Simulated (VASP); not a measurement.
# RbNa3Te2 (P-3m1) in VASP: notebook, part 2 of 2

VASP 6.6.1.

## 3. Single point, PBE (35.42 Å³/atom)

This run uses another cell than the first one, of 35.42 Å³/atom.

File INCAR:

```
ALGO = Normal
EDIFF = 1E-6
ENCUT = 520
GGA = PE
ISIF = 2
ISMEAR = 0
LASPH = True
LCHARG = False
LREAL = False
LWAVE = False
NBANDS = 30
NELM = 100
PREC = Accurate
SIGMA = 0.02
```

File KPOINTS:

```
k-points
0
Gamma
  6 6 4
```

File POSCAR:

```
RbNa3Te2
1.0
    5.2946067677      0.0000000000      0.0000000000
   -2.6473033838      4.5852639639      0.0000000000
    0.0000000000      0.0000000000      8.7545425454
Rb Na Te
1 3 2
Direct
    0.0000000000      0.0000000000      0.0000000000
    0.3333333333      0.6666666667      0.3421063229
    0.6666666667      0.3333333333      0.6578936771
    0.0000000000      0.0000000000      0.5000000000
    0.3333333333      0.6666666667      0.7136519910
    0.6666666667      0.3333333333      0.2863480090
```

Potentials or basis: VASP PAW PBE potentials, release 64 (Rb_sv, Na_pv, Te).

Run with:

```
cat potpaw_PBE.64/Rb_sv/POTCAR potpaw_PBE.64/Na_pv/POTCAR potpaw_PBE.64/Te/POTCAR > POTCAR
mpirun -np 1 vasp_std > vasp.out
```

OUTCAR:

```text
EDIFF = 1E-6
   ENCUT = 520
   GGA = PE
   ISIF = 2
   ISMEAR = 0
   LASPH = True
   LREAL = False
   NELM = 100
   PREC = Accurate

 ion  position               nearest neighbor table
   1  0.000  0.000  0.000-   5 3.95   6 3.95   5 3.95   6 3.95   6 3.95   5 3.95   2 4.28   3 4.28
                             2 4.28   3 4.28   2 4.28   3 4.28
   2  0.333  0.667  0.342-   6 3.10   6 3.10   6 3.10   1 4.28   1 4.28   1 4.28
   3  0.667  0.333  0.658-   5 3.10   5 3.10   5 3.10   1 4.28   1 4.28   1 4.28
   4  0.000  0.000  0.500-
   5  0.333  0.667  0.714-   3 3.10   3 3.10   3 3.10   1 3.95   1 3.95   1 3.95
   6  0.667  0.333  0.286-   2 3.10   2 3.10   2 3.10   1 3.95   1 3.95   1 3.95

  LATTYP: Found a hexagonal cell.
 ALAT       =     5.2946067677
 C/A-ratio  =     1.6534830497

  Lattice vectors:

 A1 = (   5.2946067677,   0.0000000000,   0.0000000000)
 A2 = (  -2.6473033838,   4.5852639639,   0.0000000000)
 A3 = (   0.0000000000,   0.0000000000,   8.7545425454)

Analysis of symmetry for initial positions (statically):
=====================================================================
 Subroutine PRICEL returns:
 Original cell was already a primitive cell.

 Routine SETGRP: Setting up the symmetry group for a
 hexagonal supercell.

 Subroutine GETGRP returns: Found 12 space group operations
 (whereof 12 operations were pure point group operations)
 out of a pool of 24 trial point group operations.

The static configuration has the point symmetry D_3d.

Analysis of symmetry for dynamics (positions and initial velocities):
=====================================================================
 Subroutine PRICEL returns:
 Original cell was already a primitive cell.

 Routine SETGRP: Setting up the symmetry group for a
 hexagonal supercell.

 Subroutine GETGRP returns: Found 12 space group operations
 (whereof 12 operations were pure point group operations)
[... 129 lines left out ...]
     AMIX_MAG =   1.60;   BMIX_MAG =  1.00
  volume/ion in A,a.u.               =      35.42       239.04
  Fermi-wavevector in a.u.,A,eV,Ry     =   0.953559  1.801965 12.371426  0.909274
  Thomas-Fermi vector in A             =   2.082225
   LORBIT       =      0    0 simple, 1 ext, 2 COOP (PROOUT), +10 PAW based schemes
   GGA     = PE    functional components
   LHFCALC =     F    Hartree Fock is set to
   AEXX    =    0.0000 exact exchange contribution
   IVDW    =     0    specifies the selected vdW correction
   LEPSILON=     F    determine dielectric tensor
   LRPA    =     F    only Hartree local field effects (RPA)
 non-spin polarized calculation
 Gauss-broadening in eV      SIGMA  =   0.02
  energy-cutoff  :      520.00
  volume of cell :      212.54
 maximum number of plane-waves:      5760
 NGX is ok and might be reduce to    40
   NGX = 19   NGY = 19   NGZ = 33

 number of electron      41.9999984 magnetization

 Free energy of the ion-electron system (eV)
  ---------------------------------------------------
  ext. energy  EPLUGINS =         0.00000000
  ---------------------------------------------------
  free energy    TOTEN  =       -16.77867534 eV

  energy without entropy =      -16.77867534  energy(sigma->0) =      -16.77867534

 E-fermi :   1.0809     XC(G=0):  -7.4193

 val. band max:        0.9900201117   @ k =   0.0000   0.0000   0.0000
 cond. band min:       2.6238169188   @ k =   0.0000   0.0000   0.0000
 fundamental gap:      1.6337968071
 Fermi energy:         1.0808508009

 k-point     1 :       0.0000    0.0000    0.0000
  band No.  band energies     occupation
      1     -25.6077      2.00000
      2     -22.9665      2.00000
      3     -22.9631      2.00000
      4     -22.9631      2.00000
      5     -22.2479      2.00000
      6     -22.2437      2.00000
[... 781 lines left out ...]
     29       6.7980      0.00000
     30       7.2122      0.00000

------------------------ aborting loop because EDIFF is reached ----------------------------------------

  FORCE on cell =-STRESS in cart. coord.  units (eV):
  Direction    XX          YY          ZZ          XY          YZ          ZX
  --------------------------------------------------------------------------------------
  -------------------------------------------------------------------------------------
  Total       -0.5500446     -0.5500446     -0.5200893     -0.0000000     -0.0000000     -0.0000000
  in kB       -4.1464552     -4.1464552     -3.9206400     -0.0000000     -0.0000000     -0.0000000
  external PRESSURE =      -4.0711835 kB  Pullay stress =       0.0000000 kB

 VOLUME and BASIS-vectors are now :
 -----------------------------------------------------------------------------
  energy-cutoff  :      520.00
  volume of cell :      212.54
      direct lattice vectors                 reciprocal lattice vectors
     5.294606768  0.000000000  0.000000000     0.188871439  0.109044976  0.000000000
    -2.647303384  4.585263964  0.000000000     0.000000000  0.218089952  0.000000000
     0.000000000  0.000000000  8.754542545     0.000000000  0.000000000  0.114226414

 POSITION                                       TOTAL-FORCE (eV/Angst)
 -----------------------------------------------------------------------------------
      0.00000      0.00000      0.00000        -0.000000      0.000000      0.000000
     -0.00000      3.05684      2.99498        -0.000000      0.000000      0.002451
      2.64730      1.52842      5.75956         0.000000     -0.000000     -0.002451
      0.00000      0.00000      4.37727        -0.000000      0.000000      0.000000
     -0.00000      3.05684      6.24770        -0.000000      0.000000      0.007144
      2.64730      1.52842      2.50685        -0.000000      0.000000     -0.007144
 -----------------------------------------------------------------------------------
    total drift:                                0.000000     -0.000000      0.000000

  FREE ENERGIE OF THE ION-ELECTRON SYSTEM (eV)
  ---------------------------------------------------
  free  energy   TOTEN  =       -16.7786753441 eV

  energy  without entropy=      -16.7786753441  energy(sigma->0) =      -16.77867534
```

stdout:

```text
POSCAR found type information on POSCAR RbNaTe
 POSCAR found :  3 types and       6 ions
 scaLAPACK will be used
 LDA part: xc-table for (Slater+PW92), standard interpolation
 POSCAR, INCAR and KPOINTS ok, starting setup
 FFT: planning ... GRIDC
 FFT: planning ... GRID_SOFT
 FFT: planning ... GRID
 WAVECAR not read
 entering main loop
```

Run time: 3.7 min. Hardware: 1 thread of Intel Xeon Platinum 8259CL at 2.50GHz (Skylake/Cascade Lake), shared host; peak memory 0.39 GiB.

Results:

| Quantity | Value |
| --- | --- |
| Free energy | -16.7787 eV |
| Pressure | -0.4 GPa |
| Largest force | 0.007 eV/Å |
| Band gap on the k mesh | 1.63 eV |

Forces in eV/Å, atoms in the order of the input:
```
Rb   0.000  0.000  0.000
Na   0.000  0.000  0.002
Na   0.000  0.000 -0.002
Na   0.000  0.000  0.000
Te   0.000  0.000  0.007
Te   0.000  0.000 -0.007
```

Caveat: spin-orbit coupling is left out, which moves the levels of the heavy elements. A k mesh can miss the band edges.

## 4. Single point, PBE (36.45 Å³/atom)

This run uses another cell than the first one, of 36.45 Å³/atom.

File INCAR:

```
ALGO = Normal ; EDIFF = 1E-7
ENCUT = 520 ; GGA = PE
ISIF = 2 ; ISMEAR = 0
LASPH = True ; LCHARG = False
LREAL = False ; LWAVE = False
NBANDS = 30 ; NELM = 60
PREC = Accurate ; SIGMA = 0.02
```

KPOINTS is that of step 3.

File POSCAR:

```
RbNa3Te2
1.0
    5.3277107396      0.0000000000      0.0000000000
   -2.6638553698      4.6139328445      0.0000000000
    0.0000000000      0.0000000000      8.8979148273
Rb Na Te
1 3 2
Direct
    0.0000000000      0.0000000000      0.0000000000
    0.3333333333      0.6666666667      0.3445825302
    0.6666666667      0.3333333333      0.6554174698
    0.0000000000      0.0000000000      0.5000000000
    0.3333333333      0.6666666667      0.7114170000
    0.6666666667      0.3333333333      0.2885830000
```

Run with:

```
cat potpaw_PBE.64/Rb_sv/POTCAR potpaw_PBE.64/Na_pv/POTCAR potpaw_PBE.64/Te/POTCAR > POTCAR
mpirun -np 1 vasp_std > vasp.out
```

It took 3.9 min on 1 thread of Intel Xeon Platinum 8259CL at 2.50GHz (Skylake/Cascade Lake), shared host; peak memory 0.39 GiB.

Results (log left out):

| Property | Result |
| --- | --- |
| Free energy | -16.7563 eV |
| Pressure | -0.8 GPa |
| Largest force | 0.006 eV/Å |
| Band gap on the k mesh | 1.59 eV |

Forces on the atoms (eV/Å):
```
Rb   0.000  0.000  0.000
Na   0.000  0.000  0.000
Na   0.000  0.000  0.000
Na   0.000  0.000  0.000
Te   0.000  0.000  0.006
Te   0.000  0.000 -0.006
```

Levels at points of the mesh, in eV from the valence-band top:
| k point | band 17 | band 18 | band 19 | band 20 | band 21 | band 22 | band 23 | band 24 | band 25 | band 26 |
| --- | --- | --- | --- | --- | --- | --- | --- | --- | --- | --- |
| (0.00, 0.00, 0.00) | -0.49 | -0.49 | -0.20 | -0.20 | 0.00 | 1.59 | 3.08 | 4.14 | 4.91 | 4.91 |
| (0.50, 0.00, 0.00) | -1.52 | -0.80 | -0.70 | -0.44 | -0.41 | 2.64 | 3.54 | 4.21 | 4.84 | 5.39 |
| (0.00, 0.00, 0.50) | -0.68 | -0.42 | -0.42 | -0.28 | -0.28 | 2.54 | 2.82 | 4.04 | 4.50 | 4.50 |
| (0.50, 0.00, 0.50) | -1.72 | -0.83 | -0.62 | -0.37 | -0.28 | 2.81 | 3.38 | 3.62 | 4.45 | 5.33 |

Caveat: spin-orbit coupling is left out, which moves the levels of the heavy elements. A k mesh can miss the band edges.

## 5. The runs side by side

```csv
level,cell,gap on the mesh (eV),pressure (GPa),largest force (eV/Å)
PBEsol,"a = 5.255, b = 5.255, c = 8.627 Å, angles 90.0, 90.0, 120.0°, 6 atoms, atomic positions A",1.60,-0.7,0.02
PBE,"a = 5.295, b = 5.295, c = 8.755 Å, angles 90.0, 90.0, 120.0°, 6 atoms, atomic positions B",1.63,-0.4,0.01
PBE,"a = 5.328, b = 5.328, c = 8.898 Å, angles 90.0, 90.0, 120.0°, 6 atoms, atomic positions C",1.59,-0.8,0.01
```

Alike in all rows: task single point; potentials or basis VASP PAW PBE potentials, release 64 (Rb_sv, Na_pv, Te); no spin polarisation; k mesh 6 × 6 × 4; cutoff (eV) 520; smearing gaussian 0.02 eV.

Caveats: spin-orbit coupling is left out, which moves the levels of the heavy elements; the PAW data sets were made with another functional, which shifts forces and pressure a little (at least some runs).

Absolute energies hang on the potentials; compare differences alone.
